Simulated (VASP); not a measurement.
ZrB2: single point with PBEsol

Crystal: ZrB2.

```xyz
3
Lattice="3.1545 0.0000 0.0000 -1.5773 2.7319 0.0000 0.0000 0.0000 3.5079" Properties=species:S:1:pos:R:3 pbc="T T T"
Zr    0.0000    0.0000    0.0000
B     0.0000    1.8213    1.7540
B     1.5773    0.9106    1.7540
```

```json
{"Program": "VASP 6.6.1", "Task": "single point", "Functional": "PBEsol", "Potentials or basis": "VASP PAW PBE potentials, release 64 (Zr_sv, B)", "Cutoff": "520 eV", "k mesh": "13 × 13 × 10", "Occupations": "fermi-dirac, width 0.05 eV", "Spin": "no spin polarisation"}
```

The pressure is 0.3 GPa and the band gap on the k mesh is zero (bands 9 and 10 overlap by 0.90 eV).

Levels at points of the mesh, in eV from the Fermi level:
```csv
k point,band 6,band 7,band 8,band 9,band 10,band 11,band 12,band 13
"(0.00, 0.00, 0.00)",-2.76,-2.76,-2.74,-2.38,3.38,3.38,4.21,4.21
"(0.00, 0.00, 0.50)",-7.11,-1.04,-1.04,0.20,0.20,0.69,0.69,1.81
```

It took 32 s on 1 thread of Intel(R) Xeon(R) Platinum 8488C (Sapphire Rapids), with other jobs on the host, peak memory 0.18 GiB.

Caveat: the PAW data sets were made with another functional, which shifts forces and pressure a little.
